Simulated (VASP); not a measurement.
# NbAs (zincblende type) (F-43m) in VASP: further runs, part 2 of 2

VASP 6.6.1. Earlier steps stand in the parts before.

### Step 3. Relaxation of cell and atoms, PBE, target pressure 17 GPa, at which the enthalpy is minimised

This run uses another cell than the first one, of 19.31 Å³/atom.

The input, INCAR:

```
SYSTEM = NbAs
  PREC = Accurate
  ENCUT = 600
  EDIFF = 1E-7
  ISMEAR = -1
  SIGMA = 0.05
  LREAL = .FALSE.
  LASPH = .TRUE.
  NELM = 100
  ALGO = Normal
  ISIF = 3
  LWAVE = .FALSE.
  LCHARG = .FALSE.
  GGA = PE
  IBRION = 2
  NSW = 60
  EDIFFG = -0.005
  PSTRESS = 170.0
```

The input, KPOINTS:

```
Automatic mesh
0
G
  11 11 11
  0 0 0
```

The input, POSCAR:

```
NbAs
1.0
    0.0000000000      2.6830491228      2.6830491228
    2.6830491228      0.0000000000      2.6830491228
    2.6830491228      2.6830491228      0.0000000000
Nb As
1 1
Direct
    0.0000000000      0.0000000000      0.0000000000
    0.2500000000      0.2500000000      0.2500000000
```

Potentials or basis: VASP PAW PBE potentials, release 64 (Nb_sv, As).

Launch:

```sh
$ cat potpaw_PBE.64/Nb_sv/POTCAR potpaw_PBE.64/As/POTCAR > POTCAR
$ mpirun -np 1 vasp_std > vasp.out
```

OUTCAR:

```text
SYSTEM = NbAs
   PREC = Accurate
   ENCUT = 600
   EDIFF = 1E-7
   ISMEAR = -1
   LREAL = .FALSE.
   LASPH = .TRUE.
   NELM = 100
   ISIF = 3
   GGA = PE
   IBRION = 2
   NSW = 60
   EDIFFG = -0.005
   PSTRESS = 170.0

 ion  position               nearest neighbor table
   1  0.000  0.000  0.000-   2 2.32   2 2.32   2 2.32   2 2.32
   2  0.250  0.250  0.250-   1 2.32   1 2.32   1 2.32   1 2.32

  LATTYP: Found a face centered cubic cell.
 ALAT       =     5.3660982456

  Lattice vectors:

 A1 = (   0.0000000000,   2.6830491228,   2.6830491228)
 A2 = (   2.6830491228,   0.0000000000,   2.6830491228)
 A3 = (   2.6830491228,   2.6830491228,   0.0000000000)

Analysis of symmetry for initial positions (statically):
=====================================================================
 Subroutine PRICEL returns:
[... 679 lines left out ...]

 number of electron      18.0000001 magnetization

------------------------ aborting loop because EDIFF is reached ----------------------------------------
[... 71 lines left out ...]
--------------------------------------- Ionic step       17  -------------------------------------------

 number of electron      18.0000001 magnetization

 Free energy of the ion-electron system (eV)
  ---------------------------------------------------
  ext. energy  EPLUGINS =         0.00000000
  ---------------------------------------------------
  free energy    TOTEN  =       -14.00036695 eV

  energy without entropy =      -13.98189057  energy(sigma->0) =      -13.99112876

 E-fermi :   7.2080     XC(G=0): -10.5435

 val. band max:        7.1994013637   @ k =  -0.3636   0.2727   0.0000
 cond. band min:       7.2103344287   @ k =  -0.0909   0.0909   0.0000
 fundamental gap:      0.0109330650
 Fermi energy:         7.2079939553

 k-point     1 :       0.0000    0.0000    0.0000
  band No.  band energies     occupation
      1     -48.0510      2.00000
      2     -24.1684      2.00000
      3     -24.1684      2.00000
      4     -24.1684      2.00000
      5      -5.0823      2.00000
      6       3.3440      2.00000
      7       3.3440      2.00000
      8       3.3440      2.00000
      9       7.1940      1.13866
     10       7.1940      1.13866
     11       9.9321      0.00000
     12      13.4313      0.00000
     13      13.4313      0.00000
[... 401 lines left out ...]
  energy  without entropy=      -13.9818905652  energy(sigma->0) =      -13.99112876

  enthalpy is  TOTEN    =        -9.4502144642 eV   P V=        4.5501524902

 reached required accuracy - stopping structural energy minimisation
```

It took 5.7 min on 1 thread of Intel Xeon Platinum 8259CL at 2.50GHz (Skylake/Cascade Lake), shared host; peak memory 0.2 GiB.

What came out:

```yaml
Free_energy: -14.0004 eV
Relaxed_volume: 21.44 Å³/atom
Relaxed_cell: a = 3.929 Å, b = 3.929 Å, c = 3.929 Å, α = 60.00°, β = 60.00°, γ = 60.00°
Space_group_after_relaxing_to_0.1_Å: F-43m (No. 216)
Energy_change_on_relaxing_the_run_minimises_the_enthalpy: -348.3 meV/atom
Ionic_steps: 17
Pressure_after_relaxing: 17.0 GPa
Band_gap_on_the_k_mesh: zero (bands 9 and 10 overlap by 0.53 eV)
```

The path:
```csv
step,energy change (eV),largest force (eV/Å),pressure (GPa),volume (Å³)
1,0.0000,0.0000,37.06,38.63
2,-0.8861,0.0000,-6.89,53.79
3,-0.7321,0.0000,15.72,43.23
4,-0.6997,0.0000,16.88,42.91
5,-0.6903,0.0000,17.20,42.82
6,-0.6905,0.0000,17.20,42.83
7,-0.6910,0.0000,17.18,42.83
8,-0.6910,0.0000,17.18,42.83
9,-0.6910,0.0000,17.18,42.83
10,-0.6911,0.0000,17.18,42.83
11,-0.6911,0.0000,17.18,42.83
12,-0.6912,0.0000,17.18,42.83
13,-0.6914,0.0000,17.17,42.83
14,-0.6917,0.0000,17.16,42.84
15,-0.6924,0.0000,17.13,42.84
16,-0.6938,0.0000,17.08,42.86
17,-0.6966,0.0000,16.99,42.88
```

Final structure:
```
Nb As
1.0
     0.00000    2.77813    2.77813
     2.77813    0.00000    2.77813
     2.77813    2.77813    0.00000
Nb As
1 1
Direct
  0.00000 0.00000 0.00000
  0.25000 0.25000 0.25000
```

Levels at points of the mesh, in eV from the Fermi level:
| k point | band 5 | band 6 | band 7 | band 8 | band 9 | band 10 | band 11 | band 12 | band 13 |
| --- | --- | --- | --- | --- | --- | --- | --- | --- | --- |
| (0.00, 0.00, 0.00) | -12.29 | -3.86 | -3.86 | -3.86 | -0.01 | -0.01 | 2.72 | 6.22 | 6.22 |

Caveat: the cell is relaxed towards a set pressure, so the run minimises the enthalpy, not the energy.

### Step 4. Relaxation of cell and atoms, PBE, target pressure 17 GPa, at which the enthalpy is minimised

The input, INCAR:

```
SYSTEM = NbAs
  PREC = Accurate
  ENCUT = 600
  EDIFF = 1E-6
  ISMEAR = -1
  SIGMA = 0.05
  LREAL = .False.
  LASPH = .True.
  NELM = 80
  ALGO = Normal
  ISIF = 3
  LWAVE = .False.
  LCHARG = .False.
  GGA = PE
  IBRION = 2
  NSW = 32
  EDIFFG = -0.005
  PSTRESS = 170.0
```

The input, KPOINTS:

```
regular mesh
0
Gamma
  11 11 11
  0 0 0
```

The input, POSCAR:

```
NbAs
1.0
    0.0000000000      2.7770495506      2.7770495506
    2.7770495506      0.0000000000      2.7770495506
    2.7770495506      2.7770495506      0.0000000000
Nb As
1 1
Direct
    0.0000000000      0.0000000000      0.0000000000
    0.2500000000      0.2500000000      0.2500000000
```

Launch:

```sh
$ cat potpaw_PBE.64/Nb_sv/POTCAR potpaw_PBE.64/As/POTCAR > POTCAR
$ mpirun -np 1 vasp_std > vasp.out
```

Wall time 69 s (1 thread of Intel Xeon Platinum 8259CL at 2.50GHz (Skylake/Cascade Lake), shared host); peak memory 0.21 GiB.

Results (log left out):

```yaml
Free_energy: -14.0008 eV
Relaxed_volume: 21.44 Å³/atom
Relaxed_cell: a = 3.929 Å, b = 3.929 Å, c = 3.929 Å, α = 60.00°, β = 60.00°, γ = 60.00°
Space_group_after_relaxing_to_0.1_Å: F-43m (No. 216)
Energy_change_on_relaxing_the_run_minimises_the_enthalpy: -2.3 meV/atom
Ionic_steps: 3
Pressure_after_relaxing: 17.0 GPa
Band_gap_on_the_k_mesh: zero (bands 9 and 10 overlap by 0.53 eV)
```

Step by step:
```
step  energy change (eV)  largest force (eV/Å)  pressure (GPa)  volume (Å³)
   1              0.0000                0.0000           17.17        42.83
   2             -0.0149                0.0000           16.65        42.97
   3             -0.0047                0.0000           17.01        42.88
```

Final structure:
```
CELL_PARAMETERS angstrom
0.00000 2.77799 2.77799
2.77799 0.00000 2.77799
2.77799 2.77799 0.00000
ATOMIC_POSITIONS crystal
Nb 0.00000 0.00000 0.00000
As 0.25000 0.25000 0.25000
```

Levels at points of the mesh, in eV from the Fermi level:
```csv
k point,band 5,band 6,band 7,band 8,band 9,band 10,band 11,band 12,band 13
"(0.00, 0.00, 0.00)",-12.29,-3.86,-3.86,-3.86,-0.01,-0.01,2.72,6.22,6.22
```

Caveat: the cell is relaxed towards a set pressure, so the run minimises the enthalpy, not the energy.

### Step 5. Overview

```tsv
task	cell	cutoff (eV)	gap on the mesh (eV)	pressure (GPa)
single point	a = 3.927 Å, angles 60.0°, 2 atoms	520	none	17.2
relaxation of cell and atoms	relaxed to 17 GPa from a = 3.794 Å, angles 60.0°, 2 atoms	600	none	17.0
relaxation of cell and atoms	relaxed to 17 GPa from a = 3.927 Å, angles 60.0°, 2 atoms	600	none	17.0
```

Alike in all rows: level PBE; potentials or basis VASP PAW PBE potentials, release 64 (Nb_sv, As); no spin polarisation; k mesh 11 × 11 × 11; smearing fermi-dirac 0.05 eV.

Caveats: the cell is relaxed towards a set pressure, so the run minimises the enthalpy, not the energy (at least some runs); the cell stands under pressure (at least some runs).

Absolute energies hang on the potentials; compare differences alone.
